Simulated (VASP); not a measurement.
# La (P6_3/mmc) in VASP: single point with r2SCAN

Aim: the single point of La with r2SCAN.

Everything below comes from runs of VASP 6.6.1. Logs are shortened: lines on timing, memory, paths and dates and some standing lists are left out, and cuts for length are marked.

### Step 1. The cell of the first run

It takes space group P6_3/mmc (No. 194, hexagonal). The conventional cell has a = 3.825 Å, b = 3.825 Å, c = 11.606 Å, α = 90.00°, β = 90.00°, γ = 120.00°. Within 4.8 Å of La (site symmetry -3m) lie 12 La at 3.65 to 3.83 Å. La (site symmetry -6m2) has 12 La at 3.65 to 3.83 Å within 4.8 Å.

### Step 2. Single point, r2SCAN

POSCAR reads:

```
La
1.0
    3.8251801705      0.0000000000      0.0000000000
   -1.9125900852      3.3127032017      0.0000000000
    0.0000000000      0.0000000000     11.6056500015
La
4
Direct
    0.0000000000      0.0000000000      0.0000000000
    0.0000000000      0.0000000000      0.5000000000
    0.3333333333      0.6666666667      0.7500000000
    0.6666666667      0.3333333333      0.2500000000
```

INCAR.step1 reads:

```
SYSTEM = La
ALGO = Normal
EDIFF = 1E-4
ENCUT = 520
GGA = PE
ISMEAR = 1
LASPH = .True.
LCHARG = .False.
LREAL = .False.
LWAVE = .True.
NBANDS = 30
NELM = 100
PREC = Accurate
SIGMA = 0.02
```

INCAR.step2 reads:

```
SYSTEM = La
ALGO = Normal
EDIFF = 1E-6
ENCUT = 520
ISIF = 2
ISMEAR = 1
ISTART = 1
LASPH = .True.
LCHARG = .True.
LELF = .True.
LMIXTAU = .True.
LREAL = .False.
LVHAR = .True.
LWAVE = .False.
METAGGA = R2SCAN
NBANDS = 30
NELM = 100
PREC = Accurate
SIGMA = 0.02
```

KPOINTS reads:

```
k-points
0
Gamma
  5 5 2
  0 0 0
```

Potentials or basis: VASP PAW PBE potentials, release 64 (La).

Started as:

```
$ cat potpaw_PBE.64/La/POTCAR > POTCAR
$ cp INCAR.step1 INCAR
$ mpirun -np 1 vasp_std > vasp.out
$ cp INCAR.step2 INCAR
$ mpirun -np 1 vasp_std > vasp.out
```

OUTCAR:

```text
SYSTEM = La
   EDIFF = 1E-6
   ENCUT = 520
   ISIF = 2
   ISMEAR = 1
   ISTART = 1
   LASPH = .True.
   LREAL = .False.
   METAGGA = R2SCAN
   NELM = 100
   PREC = Accurate

 ion  position               nearest neighbor table
   1  0.000  0.000  0.000-   3 3.65   4 3.65   3 3.65   4 3.65   4 3.65   3 3.65
   2  0.000  0.000  0.500-   3 3.65   4 3.65   3 3.65   4 3.65   4 3.65   3 3.65
   3  0.333  0.667  0.750-   1 3.65   2 3.65   1 3.65   2 3.65   1 3.65   2 3.65
   4  0.667  0.333  0.250-   1 3.65   2 3.65   1 3.65   2 3.65   1 3.65   2 3.65

  LATTYP: Found a hexagonal cell.
 ALAT       =     3.8251801705
 C/A-ratio  =     3.0340139508

  Lattice vectors:

 A1 = (   3.8251801705,   0.0000000000,   0.0000000000)
 A2 = (  -1.9125900852,   3.3127032017,   0.0000000000)
 A3 = (   0.0000000000,   0.0000000000,  11.6056500015)

Analysis of symmetry for initial positions (statically):
=====================================================================
 Subroutine PRICEL returns:
 Original cell was already a primitive cell.

 Routine SETGRP: Setting up the symmetry group for a
 hexagonal supercell.

 Subroutine GETGRP returns: Found 24 space group operations
 (whereof 12 operations were pure point group operations)
 out of a pool of 24 trial point group operations.

The static configuration has the point symmetry D_3d.
 The point group associated with its full space group is D_6h.

Analysis of symmetry for dynamics (positions and initial velocities):
=====================================================================
 Subroutine PRICEL returns:
 Original cell was already a primitive cell.

 Routine SETGRP: Setting up the symmetry group for a
 hexagonal supercell.

 Subroutine GETGRP returns: Found 24 space group operations
 (whereof 12 operations were pure point group operations)
 out of a pool of 24 trial point group operations.

The dynamic configuration has the point symmetry D_3d.
 The point group associated with its full space group is D_6h.

 Subroutine INISYM returns: Found 24 space group operations
 (whereof 12 operations are pure point group operations),
 and found     1 'primitive' translations

----------------------------------------------------------------------------------------

                                     Primitive cell

  volume of cell :     147.0632

  direct lattice vectors                    reciprocal lattice vectors
     3.825180170  0.000000000  0.000000000     0.261425594  0.150934137  0.000000000
    -1.912590085  3.312703202  0.000000000     0.000000000  0.301868275  0.000000000
     0.000000000  0.000000000 11.605650002     0.000000000  0.000000000  0.086164928

  length of vectors
     3.825180170  3.825180170 11.605650002     0.301868275  0.301868275  0.086164928

  position of ions in fractional coordinates (direct lattice)
     0.000000000  0.000000000  0.000000000
     0.000000000  0.000000000  0.500000000
     0.333333333  0.666666667  0.750000000
     0.666666667  0.333333333  0.250000000

  ion indices of the primitive-cell ions
   primitive index   ion index
                 1           1
                 2           2
                 3           3
                 4           4

----------------------------------------------------------------------------------------

 KPOINTS: k-points

Automatic generation of k-mesh.
 Grid dimensions read from file:
 generate k-points for:    5    5    2

 Generating k-lattice:

  Cartesian coordinates                     Fractional coordinates (reciprocal lattice)
     0.052285119  0.030186827  0.000000000     0.200000000  0.000000000  0.000000000
     0.000000000  0.060373655  0.000000000     0.000000000  0.200000000  0.000000000
     0.000000000  0.000000000  0.043082464     0.000000000  0.000000000  0.500000000

  Length of vectors
     0.060373655  0.060373655  0.043082464

  Shift w.r.t. Gamma in fractional coordinates (k-lattice)
     0.000000000  0.000000000  0.000000000

 Subroutine IBZKPT returns following result:
 ===========================================

 Found     10 irreducible k-points:

 Following reciprocal coordinates:
            Coordinates               Weight
  0.000000  0.000000  0.000000      1.000000
  0.200000  0.000000  0.000000      6.000000
  0.400000 -0.000000  0.000000      6.000000
  0.200000  0.200000  0.000000      6.000000
  0.400000  0.200000  0.000000      6.000000
  0.000000  0.000000  0.500000      1.000000
  0.200000  0.000000  0.500000      6.000000
  0.400000 -0.000000  0.500000      6.000000
  0.200000  0.200000  0.500000      6.000000
  0.400000  0.200000  0.500000      6.000000
   k-points           NKPTS =     10   k-points in BZ     NKDIM =     10   number of bands    NBANDS=     30
   number of dos      NEDOS =    301   number of ions     NIONS =      4
   total plane-waves  NPLWV =  70560
   dimension x,y,z NGX =    28 NGY =   28 NGZ =   90
   dimension x,y,z NGXF=    56 NGYF=   56 NGZF=  180
   ions per type =               4
   NGX,Y,Z   is equivalent  to a cutoff of  12.17, 12.17, 12.89 a.u.
   NGXF,Y,Z  is equivalent  to a cutoff of  24.34, 24.34, 25.78 a.u.
 SYSTEM =  La
   PREC   = accura    normal or accurate (medium, high low for compatibility)
   ISTART =      1    job   : 0-new  1-cont  2-samecut
   ICHARG =      0    charge: 1-file 2-atom 10-const
   ISPIN  =      1    spin polarized calculation?
   LNONCOLLINEAR =      F non collinear calculations
   LSORBIT =      F    spin-orbit coupling
   LASPH  =      T    aspherical Exc in radial PAW
   ENCUT  =  520.0 eV  38.22 Ry    6.18 a.u.   7.11  7.11 21.58*2*pi/ulx,y,z
   NELM   =    100;   NELMIN=  2; NELMDL=  0     # of ELM steps
   EDIFF  = 0.1E-05   stopping-criterion for ELM
   LREAL  =      F    real-space projection
   EDIFFG = 0.1E-04   stopping-criterion for IOM
   NSW    =      0    number of steps for IOM
   IBRION =     -1    ionic relax: 0-MD 1-quasi-New 2-CG
   NFREE  =      0    steps in history (QN), initial steepest desc. (CG)
   ISIF   =      2    stress and relaxation
   ISYM   =      2    0-nonsym 1-usesym 2-fastsym
   POTIM  = 0.5000    time-step for ionic-motion
   TEBEG  =    0.0;   TEEND  =   0.0 temperature during run
   PSTRESS=    0.0 pullay stress
   NELECT =      44.0000    total number of electrons
   NUPDOWN=      -1.0000    fix difference up-down
   EMIN   =  10.00;   EMAX   =-10.00  energy-range for DOS
   EFERMI =   0.00;   METHOD = LEGACY
   ISMEAR =     1;   SIGMA  =   0.02  broadening in eV -4-tet -1-fermi 0-gaus
   EFERMI_NEDOS =   21; number of points for ismear=-14 and -15
   IALGO  =     38    algorithm
   IMIX   =      4    mixing-type and parameters
     AMIX     =   0.40;   BMIX     =  1.00
     AMIX_MAG =   1.60;   BMIX_MAG =  1.00
  volume/ion in A,a.u.               =      36.77       248.11
  Fermi-wavevector in a.u.,A,eV,Ry     =   1.094942  2.069140 16.311996  1.198898
  Thomas-Fermi vector in A             =   2.231256
   LORBIT       =      0    0 simple, 1 ext, 2 COOP (PROOUT), +10 PAW based schemes
   METAGGA = R2SCAN    functional components
   LHFCALC =     F    Hartree Fock is set to
   AEXX    =    0.0000 exact exchange contribution
   IVDW    =     0    specifies the selected vdW correction
   LEPSILON=     F    determine dielectric tensor
   LRPA    =     F    only Hartree local field effects (RPA)
 non-spin polarized calculation
 Methfessel and Paxton  Order N= 1 SIGMA  =   0.02
  energy-cutoff  :      520.00
  volume of cell :      147.06
 maximum number of plane-waves:      3989
   NGX = 15   NGY = 15   NGZ = 43

 number of electron      44.0000002 magnetization

 Free energy of the ion-electron system (eV)
  ---------------------------------------------------
  ext. energy  EPLUGINS =         0.00000000
  ---------------------------------------------------
  free energy    TOTEN  =      -118.87979415 eV

  energy without entropy =     -118.88008345  energy(sigma->0) =     -118.87989058

 E-fermi :   8.0081     XC(G=0): -10.2559

 val. band max:        8.0006074758   @ k =   0.2000   0.2000   0.5000
 cond. band min:       8.0277367987   @ k =   0.4000   0.2000   0.0000
 fundamental gap:      0.0271293229
 Fermi energy:         8.0080596250

 k-point     1 :       0.0000    0.0000    0.0000
  band No.  band energies     occupation
      1     -26.0038      2.00000
      2     -25.8873      2.00000
      3     -25.8354      2.00000
      4     -25.7128      2.00000
      5     -10.0721      2.00000
      6      -9.3094      2.00000
[... 22 lines left out ...]
     29       9.6697      0.00000
     30       9.7544      0.00000

 k-point     2 :       0.2000    0.0000    0.0000
  band No.  band energies     occupation
      1     -25.9431      2.00000
      2     -25.8484      2.00000
      3     -25.7966      2.00000
      4     -25.6980      2.00000
      5      -9.9034      2.00000
      6      -9.4543      2.00000
[... 22 lines left out ...]
     29       9.8130      0.00000
     30       9.8580      0.00000

 k-point     3 :       0.4000   -0.0000    0.0000
  band No.  band energies     occupation
      1     -25.8268      2.00000
      2     -25.7845      2.00000
      3     -25.7328      2.00000
      4     -25.6897      2.00000
      5      -9.8715      2.00000
      6      -9.8560      2.00000
[... 22 lines left out ...]
     29       9.9768      0.00000
     30       9.9867      0.00000

 k-point     4 :       0.2000    0.2000    0.0000
  band No.  band energies     occupation
      1     -25.8525      2.00000
      2     -25.7969      2.00000
      3     -25.7450      2.00000
      4     -25.6882      2.00000
      5      -9.6859      2.00000
      6      -9.6831      2.00000
[... 22 lines left out ...]
     29       9.5899      0.00000
     30       9.8675      0.00000

 k-point     5 :       0.4000    0.2000    0.0000
  band No.  band energies     occupation
      1     -25.7780      2.00000
      2     -25.7646      2.00000
      3     -25.7130      2.00000
      4     -25.6996      2.00000
      5      -9.8262      2.00000
      6      -9.8082      2.00000
[... 22 lines left out ...]
     29      10.0100      0.00000
     30      10.0147      0.00000

 k-point     6 :       0.0000    0.0000    0.5000
  band No.  band energies     occupation
      1     -25.9643      2.00000
      2     -25.9643      2.00000
      3     -25.7553      2.00000
      4     -25.7553      2.00000
      5      -9.8525      2.00000
      6      -9.8525      2.00000
[... 22 lines left out ...]
     29       9.5739      0.00000
     30       9.5739      0.00000

 k-point     7 :       0.2000    0.0000    0.5000
  band No.  band energies     occupation
      1     -25.9101      2.00000
      2     -25.9101      2.00000
      3     -25.7330      2.00000
      4     -25.7330      2.00000
      5      -9.7723      2.00000
      6      -9.7723      2.00000
[... 22 lines left out ...]
     29       9.6141      0.00000
     30       9.6141      0.00000

 k-point     8 :       0.4000   -0.0000    0.5000
  band No.  band energies     occupation
      1     -25.8103      2.00000
      2     -25.8103      2.00000
      3     -25.7067      2.00000
      4     -25.7067      2.00000
      5      -9.7997      2.00000
      6      -9.7997      2.00000
[... 22 lines left out ...]
     29       9.9251      0.00000
     30       9.9251      0.00000

 k-point     9 :       0.2000    0.2000    0.5000
  band No.  band energies     occupation
      1     -25.8316      2.00000
      2     -25.8316      2.00000
      3     -25.7097      2.00000
      4     -25.7097      2.00000
      5      -9.7199      2.00000
      6      -9.7199      2.00000
[... 22 lines left out ...]
     29       9.8342      0.00000
     30       9.8342      0.00000

 k-point    10 :       0.4000    0.2000    0.5000
  band No.  band energies     occupation
      1     -25.7720      2.00000
      2     -25.7720      2.00000
      3     -25.7056      2.00000
      4     -25.7056      2.00000
      5      -9.7501      2.00000
      6      -9.7501      2.00000
[... 22 lines left out ...]
     29       9.9645      0.00000
     30       9.9655      0.00000

------------------------ aborting loop because EDIFF is reached ----------------------------------------

  FORCE on cell =-STRESS in cart. coord.  units (eV):
  Direction    XX          YY          ZZ          XY          YZ          ZX
  --------------------------------------------------------------------------------------
  -------------------------------------------------------------------------------------
  Total        0.0050213      0.0050213      0.0678602      0.0000000      0.0000000     -0.0000000
  in kB        0.0547045      0.0547045      0.7393020      0.0000000      0.0000000     -0.0000000
  external PRESSURE =       0.2829037 kB  Pullay stress =       0.0000000 kB

 VOLUME and BASIS-vectors are now :
 -----------------------------------------------------------------------------
  energy-cutoff  :      520.00
  volume of cell :      147.06
      direct lattice vectors                 reciprocal lattice vectors
     3.825180170  0.000000000  0.000000000     0.261425594  0.150934137  0.000000000
    -1.912590085  3.312703202  0.000000000     0.000000000  0.301868275  0.000000000
     0.000000000  0.000000000 11.605650002     0.000000000  0.000000000  0.086164928

 POSITION                                       TOTAL-FORCE (eV/Angst)
 -----------------------------------------------------------------------------------
      0.00000      0.00000      0.00000        -0.000000      0.000000     -0.000000
      0.00000      0.00000      5.80283        -0.000000      0.000000     -0.000000
     -0.00000      2.20847      8.70424         0.000000      0.000000     -0.000000
      1.91259      1.10423      2.90141        -0.000000      0.000000      0.000000
 -----------------------------------------------------------------------------------
    total drift:                               -0.000000      0.000000      0.000000

  FREE ENERGIE OF THE ION-ELECTRON SYSTEM (eV)
  ---------------------------------------------------
  free  energy   TOTEN  =      -118.8797941484 eV

  energy  without entropy=     -118.8800834543  energy(sigma->0) =     -118.87989058
```

Run time: 8.3 min. Hardware: 1 thread of Intel Xeon Platinum 8375C at 2.90GHz (Ice Lake), shared host; peak memory 0.28 GiB.

What came out:

* Free energy: -118.8798 eV
* Pressure: 0.0 GPa
* Band gap on the k mesh: zero (band 22 reaches 9.11 eV, above the bottom of band 23 at 8.00 eV)

Caveat: the k points lie up to 0.38 Å⁻¹ apart; the PAW data sets were made with another functional, which shifts forces and pressure a little; spin-orbit coupling is left out, which moves the levels of the heavy elements.
